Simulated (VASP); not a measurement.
**ZnS: single point with r2SCAN**

ZnS:

```
Zn S
1.0
     3.80672    0.00000    0.00000
    -1.90336    3.29672    0.00000
     0.00000    0.00000    6.12082
Zn S
2 2
Cartesian
  0.0000 2.1978 0.0330
  1.9034 1.0989 3.0934
  0.0000 2.1978 2.3235
  1.9034 1.0989 5.3839
```

This cell differs from its parent crystal: strain -0.0200 x Voigt [0, 0, 1, 0, 0, 0].

| Item | Value |
| --- | --- |
| Program | VASP 6.6.1 |
| Task | single point |
| Functional | r2SCAN |
| Potentials or basis | VASP PAW PBE potentials, release 64 (Zn, S) |
| Cutoff | 520 eV |
| k mesh | 6 × 6 × 4 |
| Occupations | gaussian, width 0.05 eV |
| Spin | no spin polarisation |

The pressure is 1.8 GPa and the largest force is 0.170 eV/Å. The band gap on the k mesh is 2.93 eV, direct.

Forces on the atoms (eV/Å):
```
Zn   0.000  0.000 -0.170
Zn   0.000  0.000 -0.170
S    0.000  0.000  0.170
S    0.000  0.000  0.170
```

Stress tensor (GPa, compression positive):
```
0.67 0.00 0.00
0.00 0.67 0.00
0.00 0.00 3.99
```

Levels at points of the mesh, in eV from the valence-band top:
| k point | band 14 | band 15 | band 16 | band 17 | band 18 | band 19 | band 20 | band 21 | band 22 | band 23 |
| --- | --- | --- | --- | --- | --- | --- | --- | --- | --- | --- |
| (0.00, 0.00, 0.00) | -1.01 | -1.01 | -0.02 | 0.00 | 0.00 | 2.93 | 3.52 | 6.71 | 6.71 | 7.31 |
| (0.50, 0.00, 0.00) | -4.18 | -3.45 | -2.43 | -1.77 | -0.90 | 3.96 | 4.89 | 5.54 | 7.32 | 8.30 |
| (0.00, 0.00, 0.50) | -2.86 | -0.53 | -0.53 | -0.53 | -0.53 | 4.11 | 4.11 | 7.18 | 7.18 | 7.18 |
| (0.50, 0.00, 0.50) | -5.02 | -1.72 | -1.72 | -1.65 | -1.65 | 4.02 | 4.02 | 5.72 | 5.72 | 9.42 |

It took 4.3 min on 1 thread of AMD EPYC 7R43 64-Core Processor (Zen 3) (shared host), peak memory 0.18 GiB.

Caveat: the cell differs from its parent crystal (strain -0.0200 x Voigt [0, 0, 1, 0, 0, 0]); the PAW data sets were made with another functional, which shifts forces and pressure a little.
